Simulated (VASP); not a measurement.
Set up this calculation in VASP 6.6.1, as the native input.

| Item | Value |
| --- | --- |
| Task | single point |
| Functional | PBE |
| Dispersion | D3(BJ) |
| Potentials or basis | VASP PAW PBE potentials, release 64 (Si) |
| Cutoff | 520 eV |
| k mesh | 2 × 2 × 2 |
| Occupations | fermi-dirac, width 0.02 eV |
| Spin | no spin polarisation |
| Dipole correction | no |
| Further INCAR settings | LREAL = Auto; ALGO = Normal; EDIFF = 1e-06; NBANDS = 48 |

The structure of Si (a cell with a defect) lies in POSCAR:

```
Si
1.0
    0.0000000000      5.4300000000      5.4300000000
    5.4300000000      0.0000000000      5.4300000000
    5.4300000000      5.4300000000      0.0000000000
Si
17
Direct
    0.0219797422     -0.0222007366      0.0252578269
    0.1284622468      0.1644659300      0.1016666667
   -0.0084714549      0.0145856354      0.4518968692
    0.0966666667      0.0863351750      0.6506998158
   -0.0515285451      0.5739963168      0.0035359116
    0.1433609576      0.5905064457      0.1379097606
    0.0022283610      0.4985635359      0.5114180479
    0.1374309392      0.6536924494      0.6349447514
    0.5073848987      0.0680478821     -0.0345488029
    0.6392081031      0.1711602210      0.0956353591
    0.4473941068      0.0180386740      0.4544843462
    0.6211325967      0.1163443831      0.5784806630
    0.4930202578      0.5253038674     -0.0150644567
    0.5659668508      0.7197421731      0.1162799263
    0.5295948435      0.4903130755      0.4885819521
    0.6333057090      0.6248158379      0.6113720074
    0.2293554328      0.2461141805      0.7294106814
```

The input as run:

INCAR

```
PREC = Accurate
ENCUT = 520
EDIFF = 1E-6
ISMEAR = -1
SIGMA = 0.02
LREAL = Auto
LASPH = True
NELM = 60
ALGO = Normal
ISIF = 2
LWAVE = False
LCHARG = True
GGA = PE
IVDW = 12
LELF = True
LVHAR = True
NBANDS = 48
```

KPOINTS

```
Automatic mesh
0
Gamma
  2 2 2
```

Potentials or basis: VASP PAW PBE potentials, release 64 (Si).

The run is started by

```sh
$ cat potpaw_PBE.64/Si/POTCAR > POTCAR
$ mpirun -np 1 vasp_std > vasp.out
```

It gave:

| Item | Value |
| --- | --- |
| Pressure | 0.9 GPa |
| Largest force | 2.904 eV/Å |
| Band gap on the k mesh | zero (bands 34 and 35 overlap by 0.25 eV) |
| Dispersion energy per atom | -0.332 eV |

Caveat: the k points lie up to 0.50 Å⁻¹ apart.

Wall time 2.3 min on 1 thread of Intel(R) Xeon(R) Platinum 8488C (Sapphire Rapids) (shared host), peak memory 0.47 GiB.
